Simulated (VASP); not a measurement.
Here is a VASP 6.6.1 calculation.

INCAR

```
PREC = Accurate
ENCUT = 520
EDIFF = 1E-6
ISMEAR = 0
SIGMA = 0.1
LREAL = F
LASPH = T
NELM = 80
ALGO = Normal
ISIF = 2
LWAVE = F
LCHARG = F
GGA = PE
NBANDS = 29
```

Contents of KPOINTS:

```
Automatic mesh
0
Gamma
  10 10 10
```

The input POSCAR:

```
TiSi2
1.0
    0.0000000000      4.1180000000      4.2615000000
    2.3865000000      0.0000000000      4.2615000000
    2.3865000000      4.1180000000      0.0000000000
Ti Si
2 4
Direct
    0.7500000000      0.7500000000      0.7500000000
    0.5000000000      0.5000000000      0.5000000000
    0.0830000000      0.4170000000      0.0830000000
    0.4170000000      0.0830000000      0.4170000000
    0.1670000000      0.8330000000      0.1670000000
    0.8330000000      0.1670000000      0.8330000000
```

Potentials or basis: VASP PAW PBE potentials, release 64 (Ti_sv, Si).

The run is started by

```sh
$ cat potpaw_PBE.64/Ti_sv/POTCAR potpaw_PBE.64/Si/POTCAR > POTCAR
$ mpirun -np 1 vasp_std > vasp.out
```

Problem. What does it give for the largest force?

Solution. 0.202 eV/Å.

Problem. Predict the band gap on the k mesh.

Solution. Zero (band 20 reaches 10.92 eV, above the bottom of band 21 at 9.06 eV).

Forces in eV/Å, atoms in the order of the input:
```
Ti   0.000  0.000  0.000
Ti   0.000  0.000  0.000
Si   0.000  0.202  0.000
Si   0.000 -0.202  0.000
Si   0.000 -0.202  0.000
Si   0.000  0.202  0.000
```
